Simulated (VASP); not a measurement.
# Cu (Im-3m) in VASP: a series of runs

The runs below take Cu through density of states, with PBE.

All numbers are computed with VASP 6.6.1; they aren't measurements. Logs are shortened: lines on timing, memory, paths and dates and some standing lists are left out, and cuts for length are marked.

## Step 1: The cell of the first run

It takes space group Im-3m (No. 229, cubic). The conventional cell has a = 2.884 Å, b = 2.884 Å, c = 2.884 Å, α = 90.00°, β = 90.00°, γ = 90.00°. Within 3.3 Å of Cu (site symmetry m-3m) lie 14 Cu at 2.50 to 2.88 Å.

## Step 2: Density of states, PBE, non-collinear spin, zero start, spin-orbit coupling

The input, POSCAR:

```
Cu
1.0
   -1.4421737998      1.4421737998      1.4421737998
    1.4421737998     -1.4421737998      1.4421737998
    1.4421737998      1.4421737998     -1.4421737998
Cu
1
Direct
    0.0000000000      0.0000000000      0.0000000000
```

The input, INCAR.step1:

```
PREC = Accurate
ENCUT = 520
EDIFF = 1E-6
ISMEAR = 0
SIGMA = 0.05
LREAL = False
LASPH = True
NELM = 150
ALGO = Fast
ISIF = 2
LWAVE = False
LCHARG = True
MAGMOM = 0 0 0
LSORBIT = True
GGA_COMPAT = False
LORBMOM = True
LMAXMIX = 4
GGA = PE
NBANDS = 22
```

The input, KPOINTS.step1:

```
regular mesh
0
Gamma
  20 20 20
```

The input, INCAR.step2:

```
PREC = Accurate
ENCUT = 520
EDIFF = 1E-6
ISMEAR = -5
SIGMA = 0.05
LREAL = False
LASPH = True
NELM = 150
ALGO = Fast
ISIF = 2
LWAVE = False
LCHARG = False
MAGMOM = 0 0 0
LORBIT = 10
LSORBIT = True
GGA_COMPAT = False
LORBMOM = True
LMAXMIX = 4
GGA = PE
NEDOS = 2001
ICHARG = 11
```

The input, KPOINTS.step2:

```
regular mesh
0
Gamma
  30 30 30
```

Potentials or basis: VASP PAW PBE potentials, release 64 (Cu).

On the command line:

```bash
$ cat potpaw_PBE.64/Cu/POTCAR > POTCAR
$ cp INCAR.step1 INCAR
$ cp KPOINTS.step1 KPOINTS
$ mpirun -np 1 vasp_ncl > vasp.out
$ cp INCAR.step2 INCAR
$ cp KPOINTS.step2 KPOINTS
$ mpirun -np 1 vasp_ncl > vasp.out
```

OUTCAR:

```text
PREC = Accurate
   ENCUT = 520
   EDIFF = 1E-6
   ISMEAR = -5
   LREAL = False
   LASPH = True
   NELM = 150
   ISIF = 2
   LORBIT = 10
   LSORBIT = True
   GGA = PE
   ICHARG = 11

 ion  position               nearest neighbor table
   1  0.000  0.000  0.000-

  LATTYP: Found a body centered cubic cell.
 ALAT       =     2.8843475996

  Lattice vectors:

 A1 = (  -1.4421737998,   1.4421737998,   1.4421737998)
 A2 = (   1.4421737998,  -1.4421737998,   1.4421737998)
 A3 = (   1.4421737998,   1.4421737998,  -1.4421737998)

Analysis of symmetry for initial positions (statically):
=====================================================================
 Subroutine PRICEL returns:
 Original cell was already a primitive cell.

 Routine SETGRP: Setting up the symmetry group for a
 body centered cubic supercell.

 Subroutine GETGRP returns: Found 48 space group operations
 (whereof 48 operations were pure point group operations)
 out of a pool of 48 trial point group operations.

The static configuration has the point symmetry O_h .

Analysis of symmetry for dynamics (positions and initial velocities):
=====================================================================
 Subroutine PRICEL returns:
 Original cell was already a primitive cell.

 Routine SETGRP: Setting up the symmetry group for a
 body centered cubic supercell.

 Subroutine GETGRP returns: Found 48 space group operations
 (whereof 48 operations were pure point group operations)
 out of a pool of 48 trial point group operations.

The dynamic configuration has the point symmetry O_h .

Analysis of structural, dynamic, and magnetic symmetry:
=====================================================================
 Subroutine PRICEL returns:
 Original cell was already a primitive cell.

 Routine SETGRP: Setting up the symmetry group for a
 body centered cubic supercell.

 Subroutine GETGRP returns: Found 48 space group operations
 (whereof 48 operations were pure point group operations)
 out of a pool of 48 trial point group operations.

The overall configuration has the point symmetry O_h .

 Subroutine INISYM returns: Found 48 space group operations
 (whereof 48 operations are pure point group operations),
 and found     1 'primitive' translations

----------------------------------------------------------------------------------------

                                     Primitive cell

[... 148 lines left out ...]
      3       4.2556      1.00000
      4       4.2556      1.00000
      5       4.2556      1.00000
      6       4.2556      1.00000
[... 481 lines left out ...]
      5       4.2720      1.00000
      6       4.2720      1.00000
[... 10 lines left out ...]
     17      27.1329      0.00000
     18      27.1351      0.00000

 [... further k-points ...]

------------------------ aborting loop because EDIFF is reached ----------------------------------------

  FORCE on cell =-STRESS in cart. coord.  units (eV):
  Direction    XX          YY          ZZ          XY          YZ          ZX
  --------------------------------------------------------------------------------------
  -------------------------------------------------------------------------------------
  Total        0.3062098      0.3062098      0.3062098      0.0000000     -0.0000000      0.0000000
  in kB       40.8899736     40.8899736     40.8899736      0.0000000     -0.0000000      0.0000000
  external PRESSURE =      40.8899736 kB  Pullay stress =       0.0000000 kB

 VOLUME and BASIS-vectors are now :
 -----------------------------------------------------------------------------
  energy-cutoff  :      520.00
  volume of cell :       12.00
      direct lattice vectors                 reciprocal lattice vectors
    -1.442173800  1.442173800  1.442173800     0.000000000  0.346698851  0.346698851
     1.442173800 -1.442173800  1.442173800     0.346698851  0.000000000  0.346698851
     1.442173800  1.442173800 -1.442173800     0.346698851  0.346698851  0.000000000

 POSITION                                       TOTAL-FORCE (eV/Angst)
 -----------------------------------------------------------------------------------
      0.00000      0.00000      0.00000         0.000000      0.000000     -0.000000
 -----------------------------------------------------------------------------------
    total drift:                               -0.000000     -0.000000     -0.000000

  FREE ENERGIE OF THE ION-ELECTRON SYSTEM (eV)
  ---------------------------------------------------
  free  energy   TOTEN  =        -3.6991516000 eV

  energy  without entropy=       -3.6991516000  energy(sigma->0) =       -3.69915160

 orbital moment (x)

 # of ion     p       d       tot
 ----------------------------------------
  1         0.000   0.000   0.000
 ----------------------------------------
            0.000   0.000   0.000

 orbital moment (y)

 # of ion     p       d       tot
 ----------------------------------------
  1        -0.000  -0.000  -0.000
 ----------------------------------------
           -0.000  -0.000  -0.000

 orbital moment (z)

 # of ion     p       d       tot
 ----------------------------------------
  1         0.000   0.000   0.000
 ----------------------------------------
            0.000   0.000   0.000

 Spin-Orbit-Coupling matrix elements

 Ion:    1  E_soc:     -0.0130400
 l=   1
     0.0000000    -0.0003420    -0.0003420
    -0.0003420     0.0000000    -0.0003420
    -0.0003420    -0.0003420     0.0000000
 l=   2
     0.0000000    -0.0003551     0.0000000    -0.0003551    -0.0014762
    -0.0003551     0.0000000    -0.0011071    -0.0003551    -0.0003690
     0.0000000    -0.0011071     0.0000000    -0.0011071     0.0000000
    -0.0003551    -0.0003551    -0.0011071     0.0000000    -0.0003690
    -0.0014762    -0.0003690     0.0000000    -0.0003690     0.0000000
 l=   3
     0.0000000     0.0000000     0.0000000     0.0000000     0.0000000     0.0000000     0.0000000
     0.0000000     0.0000000     0.0000000     0.0000000     0.0000000     0.0000000     0.0000000
     0.0000000     0.0000000     0.0000000     0.0000000     0.0000000     0.0000000     0.0000000
     0.0000000     0.0000000     0.0000000     0.0000000     0.0000000     0.0000000     0.0000000
     0.0000000     0.0000000     0.0000000     0.0000000     0.0000000     0.0000000     0.0000000
     0.0000000     0.0000000     0.0000000     0.0000000     0.0000000     0.0000000     0.0000000
     0.0000000     0.0000000     0.0000000     0.0000000     0.0000000     0.0000000     0.0000000

 total charge

# of ion       s       p       d       tot
------------------------------------------
    1        0.441   0.371   9.174   9.987

 magnetization (x)

# of ion       s       p       d       tot
------------------------------------------
    1       -0.000  -0.000  -0.000  -0.000

 magnetization (y)

# of ion       s       p       d       tot
------------------------------------------
    1        0.000   0.000   0.000   0.000

 magnetization (z)

# of ion       s       p       d       tot
------------------------------------------
    1        0.000  -0.000   0.000   0.000
```

OUTCAR.step1:

```text
PREC = Accurate
   ENCUT = 520
   EDIFF = 1E-6
   ISMEAR = 0
   LREAL = False
   LASPH = True
   NELM = 150
   ISIF = 2
   LSORBIT = True
[... 886 lines left out ...]
     0.0000000     0.0000000     0.0000000     0.0000000     0.0000000     0.0000000     0.0000000
     0.0000000     0.0000000     0.0000000     0.0000000     0.0000000     0.0000000     0.0000000
     0.0000000     0.0000000     0.0000000     0.0000000     0.0000000     0.0000000     0.0000000
     0.0000000     0.0000000     0.0000000     0.0000000     0.0000000     0.0000000     0.0000000
     0.0000000     0.0000000     0.0000000     0.0000000     0.0000000     0.0000000     0.0000000

=======================================================================

 ========================================================
```

OSZICAR.step1:

```text
N       E                     dE             d eps       ncg     rms          rms(c)
DAV:   1     0.641900719136E+02    0.64190E+02   -0.50568E+03 13144   0.179E+03
DAV:   2     0.832159213158E+00   -0.63358E+02   -0.58529E+02 11450   0.270E+02
DAV:   3    -0.452005298294E+01   -0.53522E+01   -0.49865E+01 12928   0.858E+01
DAV:   4    -0.459124646331E+01   -0.71193E-01   -0.71138E-01 12796   0.109E+01
DAV:   5    -0.459225382715E+01   -0.10074E-02   -0.10073E-02 13236   0.122E+00    0.758E+00
RMM:   6    -0.404404916138E+01    0.54820E+00   -0.36415E+00 13841   0.388E+01    0.443E+00
RMM:   7    -0.370934446921E+01    0.33470E+00   -0.58236E-01 13699   0.156E+01    0.107E+00
RMM:   8    -0.369754379037E+01    0.11801E-01   -0.18145E-02 14325   0.149E+00    0.408E-01
RMM:   9    -0.369500020347E+01    0.25436E-02   -0.63805E-03 14207   0.175E+00    0.293E-02
RMM:  10    -0.369513209156E+01   -0.13189E-03   -0.85591E-04 15106   0.365E-01    0.218E-02
RMM:  11    -0.369513736405E+01   -0.52725E-05   -0.11925E-04 15118   0.182E-01    0.124E-02
RMM:  12    -0.369514039949E+01   -0.30354E-05   -0.31274E-05 15018   0.542E-02    0.722E-03
RMM:  13    -0.369514113015E+01   -0.73066E-06   -0.50919E-06 14359   0.372E-02
   1 F= -.36951411E+01 E0= -.36946624E+01  d E =-.957525E-03  mag=     0.0000     0.0000     0.0000
```

Wall time 16 min (1 thread of AMD EPYC 7R13, shared host); peak memory 0.39 GiB.

Results:

* Net moment: 0.00 μB per cell
* Valence electrons inside the program's atomic spheres: Cu 9.99

Moments on the atoms (μB; x, y, z):
```
Cu  0.00 0.00 0.00
```

## Step 3: Density of states, PBE, non-collinear spin, zero start, spin-orbit coupling

POSCAR is that of step 2.

The input, INCAR.step1:

```
PREC = Accurate
ENCUT = 610
EDIFF = 1E-6
ISMEAR = 0
SIGMA = 0.05
LREAL = False
LASPH = True
NELM = 200
ALGO = Normal
ISIF = 2
LWAVE = False
LCHARG = True
MAGMOM = 0 0 0
LSORBIT = True
GGA_COMPAT = False
LORBMOM = True
LMAXMIX = 4
GGA = PE
NBANDS = 30
NEDOS = 2001
LORBIT = 11
```

KPOINTS.step1 is that of step 2.

INCAR.step2: that of step 2 with these lines changed.

```diff
@@ -1,3 +1,3 @@
 PREC = Accurate
-ENCUT = 520
+ENCUT = 610
 EDIFF = 1E-6
@@ -7,4 +7,4 @@
 LASPH = True
-NELM = 150
-ALGO = Fast
+NELM = 200
+ALGO = Normal
 ISIF = 2
```

KPOINTS.step2 is that of step 2.

Potentials or basis: VASP PAW PBE potentials, release 64 (Cu_sv_GW).

On the command line:

```bash
$ cat potpaw_PBE.64/Cu_sv_GW/POTCAR > POTCAR
$ cp INCAR.step1 INCAR
$ cp KPOINTS.step1 KPOINTS
$ mpirun -np 1 vasp_ncl > vasp.out
$ cp INCAR.step2 INCAR
$ cp KPOINTS.step2 KPOINTS
$ mpirun -np 1 vasp_ncl > vasp.out
```

OUTCAR:

```text
PREC = Accurate
   ENCUT = 610
   EDIFF = 1E-6
   ISMEAR = -5
   LREAL = False
   LASPH = True
   NELM = 200
   ISIF = 2
   LORBIT = 10
   LSORBIT = True
   GGA = PE
   ICHARG = 11

 ion  position               nearest neighbor table
   1  0.000  0.000  0.000-

  LATTYP: Found a body centered cubic cell.
 ALAT       =     2.8843475996

  Lattice vectors:

 A1 = (  -1.4421737998,   1.4421737998,   1.4421737998)
 A2 = (   1.4421737998,  -1.4421737998,   1.4421737998)
 A3 = (   1.4421737998,   1.4421737998,  -1.4421737998)

Analysis of symmetry for initial positions (statically):
=====================================================================
 Subroutine PRICEL returns:
 Original cell was already a primitive cell.

 Routine SETGRP: Setting up the symmetry group for a
 body centered cubic supercell.

 Subroutine GETGRP returns: Found 48 space group operations
 (whereof 48 operations were pure point group operations)
 out of a pool of 48 trial point group operations.

The static configuration has the point symmetry O_h .

Analysis of symmetry for dynamics (positions and initial velocities):
=====================================================================
 Subroutine PRICEL returns:
 Original cell was already a primitive cell.

 Routine SETGRP: Setting up the symmetry group for a
 body centered cubic supercell.

 Subroutine GETGRP returns: Found 48 space group operations
 (whereof 48 operations were pure point group operations)
 out of a pool of 48 trial point group operations.

The dynamic configuration has the point symmetry O_h .

Analysis of structural, dynamic, and magnetic symmetry:
=====================================================================
 Subroutine PRICEL returns:
 Original cell was already a primitive cell.
[... 867 lines left out ...]
  external PRESSURE =      48.8758889 kB  Pullay stress =       0.0000000 kB

 VOLUME and BASIS-vectors are now :
 -----------------------------------------------------------------------------
  energy-cutoff  :      610.00
  volume of cell :       12.00
      direct lattice vectors                 reciprocal lattice vectors
    -1.442173800  1.442173800  1.442173800     0.000000000  0.346698851  0.346698851
     1.442173800 -1.442173800  1.442173800     0.346698851  0.000000000  0.346698851
     1.442173800  1.442173800 -1.442173800     0.346698851  0.346698851  0.000000000

 POSITION                                       TOTAL-FORCE (eV/Angst)
 -----------------------------------------------------------------------------------
      0.00000      0.00000      0.00000        -0.000000      0.000000      0.000000
 -----------------------------------------------------------------------------------
    total drift:                               -0.000000      0.000000      0.000000

  FREE ENERGIE OF THE ION-ELECTRON SYSTEM (eV)
  ---------------------------------------------------
  free  energy   TOTEN  =        -3.8159512414 eV

  energy  without entropy=       -3.8159512414  energy(sigma->0) =       -3.81595124

 orbital moment (x)

 # of ion     p       d       f       tot
 ------------------------------------------------
  1         0.000  -0.000  -0.000  -0.000
 ------------------------------------------------
            0.000  -0.000  -0.000  -0.000

 orbital moment (y)

 # of ion     p       d       f       tot
 ------------------------------------------------
  1         0.000   0.000   0.000   0.000
 ------------------------------------------------
            0.000   0.000   0.000   0.000

 orbital moment (z)

 # of ion     p       d       f       tot
 ------------------------------------------------
  1         0.000   0.000   0.000   0.000
 ------------------------------------------------
            0.000   0.000   0.000   0.000

 Spin-Orbit-Coupling matrix elements

 Ion:    1  E_soc:     -0.1297349
 l=   1
     0.0000000    -0.0191595    -0.0191595
    -0.0191595     0.0000000    -0.0191595
    -0.0191595    -0.0191595     0.0000000
 l=   2
     0.0000000    -0.0004789     0.0000000    -0.0004789    -0.0019841
    -0.0004789     0.0000000    -0.0014881    -0.0004789    -0.0004960
     0.0000000    -0.0014881     0.0000000    -0.0014881     0.0000000
    -0.0004789    -0.0004789    -0.0014881     0.0000000    -0.0004960
    -0.0019841    -0.0004960     0.0000000    -0.0004960     0.0000000
 l=   3
     0.0000000    -0.0000000     0.0000000     0.0000000     0.0000000    -0.0000000    -0.0000000
    -0.0000000     0.0000000    -0.0000000     0.0000000    -0.0000000    -0.0000000    -0.0000000
     0.0000000    -0.0000000     0.0000000    -0.0000000    -0.0000000    -0.0000000     0.0000000
     0.0000000     0.0000000    -0.0000000     0.0000000    -0.0000000     0.0000000     0.0000000
     0.0000000    -0.0000000    -0.0000000    -0.0000000     0.0000000    -0.0000000     0.0000000
    -0.0000000    -0.0000000    -0.0000000     0.0000000    -0.0000000     0.0000000    -0.0000000
    -0.0000000    -0.0000000     0.0000000     0.0000000     0.0000000    -0.0000000     0.0000000

 total charge

# of ion       s       p       d       f       tot
--------------------------------------------------
    1        2.289   6.393   8.912   0.003  17.598

 magnetization (x)

# of ion       s       p       d       f       tot
--------------------------------------------------
    1       -0.000  -0.000   0.000   0.000  -0.000

 magnetization (y)

# of ion       s       p       d       f       tot
--------------------------------------------------
    1       -0.000  -0.000  -0.000  -0.000  -0.000

 magnetization (z)

# of ion       s       p       d       f       tot
--------------------------------------------------
    1        0.000   0.000   0.000   0.000   0.000
```

OSZICAR.step1:

```text
N       E                     dE             d eps       ncg     rms          rms(c)
DAV:   1     0.358354002959E+03    0.35835E+03   -0.12730E+04 24046   0.432E+03
DAV:   2     0.266849527436E+02   -0.33167E+03   -0.31510E+03 26576   0.121E+03
DAV:   3    -0.344752614877E+01   -0.30132E+02   -0.29672E+02 27034   0.414E+02
DAV:   4    -0.458274708790E+01   -0.11352E+01   -0.11348E+01 25574   0.582E+01
DAV:   5    -0.464027873896E+01   -0.57532E-01   -0.57529E-01 24568   0.142E+01    0.800E+00
DAV:   6    -0.436895397246E+01    0.27132E+00   -0.58277E+00 21958   0.189E+02    0.545E+00
DAV:   7    -0.382642332646E+01    0.54253E+00   -0.20296E+00 19998   0.108E+02    0.168E+00
DAV:   8    -0.381243802273E+01    0.13985E-01   -0.57953E-02 28436   0.842E+00    0.216E-01
DAV:   9    -0.381234797837E+01    0.90044E-04   -0.21134E-03 27668   0.267E+00    0.763E-02
DAV:  10    -0.381233410465E+01    0.13874E-04   -0.10588E-04 27830   0.632E-01    0.260E-02
DAV:  11    -0.381232983827E+01    0.42664E-05   -0.11604E-05 26684   0.215E-01    0.967E-03
DAV:  12    -0.381233123077E+01   -0.13925E-05   -0.22416E-06 18332   0.116E-01    0.241E-03
DAV:  13    -0.381233095333E+01    0.27744E-06   -0.98395E-08 10116   0.268E-02
   1 F= -.38123310E+01 E0= -.38119296E+01  d E =-.802770E-03  mag=    -0.0000     0.0000     0.0000
```

Wall time 5.9 min (1 thread of Intel Xeon 6975P-C (Granite Rapids), shared host); peak memory 0.68 GiB.

Results:

| Property | Result |
| --- | --- |
| Net moment | 0.00 μB per cell |
| Valence electrons inside the program's atomic spheres | Cu 17.60 |

Moments on the atoms (μB; x, y, z):
```
Cu  0.00 0.00 0.00
```
